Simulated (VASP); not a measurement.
Set up this calculation in VASP 6.6.1, as the native input.

- Task: single point
- Functional: PBEsol
- Potentials or basis: VASP PAW PBE potentials, release 64 (W_sv)
- Cutoff: 500 eV
- k mesh: 22 × 22 × 22
- Occupations: gaussian, width 0.15 eV
- Spin: no spin polarisation
- Dipole correction: no
- Further INCAR settings: ALGO = Normal; EDIFF = 1e-06; NBANDS = 13

The structure of W lies in POSCAR:

```
W
1.0
    0.0000000000      2.1414926780      1.8350450758
    2.1414926780      0.0000000000      1.8350450758
    2.1414926780      2.1414926780      0.0000000000
W
1
Direct
    0.0000000000      0.0000000000      0.0000000000
```

These files were run (other wordings do the same):

INCAR

```
PREC = Accurate ; ENCUT = 500
EDIFF = 1E-6 ; ISMEAR = 0
SIGMA = 0.15 ; LREAL = False
LASPH = True ; NELM = 120
ALGO = Normal ; ISIF = 2
LWAVE = False ; LCHARG = False
GGA = PS ; NBANDS = 13
GGA_COMPAT = False
```

KPOINTS

```
Automatic mesh
0
Gamma
  22 22 22
```

Potentials or basis: VASP PAW PBE potentials, release 64 (W_sv).

Run with:

```bash
$ cat potpaw_PBE.64/W_sv/POTCAR > POTCAR
$ mpirun -np 1 vasp_std > vasp.out
```

It gave:

The pressure is -15.5 GPa and the band gap on the k mesh is zero (bands 7 and 8 overlap by 5.28 eV).

Caveat: the cell stands under tension; the PAW data sets were made with another functional, which shifts forces and pressure a little; spin-orbit coupling is left out, which moves the levels of the heavy elements.

Run time: 2.7 min on 1 thread of Intel Xeon 8259CL (shared host), peak memory 0.28 GiB.
